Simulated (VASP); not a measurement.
A run of VASP 6.6.1:

The input POSCAR:

```
CdS
1.0
    0.0000000000      2.8510383914      3.0637896351
    2.8510383914      0.0000000000      3.0637896351
    2.8510383914      2.8510383914      0.0000000000
Cd S
1 1
Direct
    0.0000000000      0.0000000000      0.0000000000
    0.2500000000      0.2500000000      0.2500000000
```

The input INCAR.step1:

```
PREC = Accurate ; ENCUT = 520
ISMEAR = 0 ; SIGMA = 0.01
LREAL = F ; LASPH = T
NELM = 60 ; NBANDS = 16
GGA = PE ; ALGO = Normal
EDIFF = 1E-4 ; LWAVE = T
LCHARG = F
```

INCAR.step2

```
PREC = Accurate ; ENCUT = 520
EDIFF = 1E-6 ; ISMEAR = 0
SIGMA = 0.01 ; LREAL = F
LASPH = T ; NELM = 60
ALGO = Normal ; ISIF = 2
LWAVE = F ; LCHARG = T
METAGGA = R2SCAN ; LMIXTAU = T
LELF = T ; LVHAR = T
NBANDS = 16 ; ISTART = 1
```

File KPOINTS:

```
regular mesh
0
Gamma
  8 8 8
```

Potentials or basis: VASP PAW PBE potentials, release 64 (Cd, S).

Run with:

```sh
$ cat potpaw_PBE.64/Cd/POTCAR potpaw_PBE.64/S/POTCAR > POTCAR
$ cp INCAR.step1 INCAR
$ mpirun -np 1 vasp_std > vasp.out
$ cp INCAR.step2 INCAR
$ mpirun -np 1 vasp_std > vasp.out
```

Hardware: 1 thread of Intel(R) Xeon(R) Platinum 8559C (Emerald Rapids), with other jobs on the host.

Task: How long does it take, and how much memory?

Result: It took 77 s on 1 thread of Intel(R) Xeon(R) Platinum 8559C (Emerald Rapids), on a shared host, peak memory 0.21 GiB. Counts: k points 59.
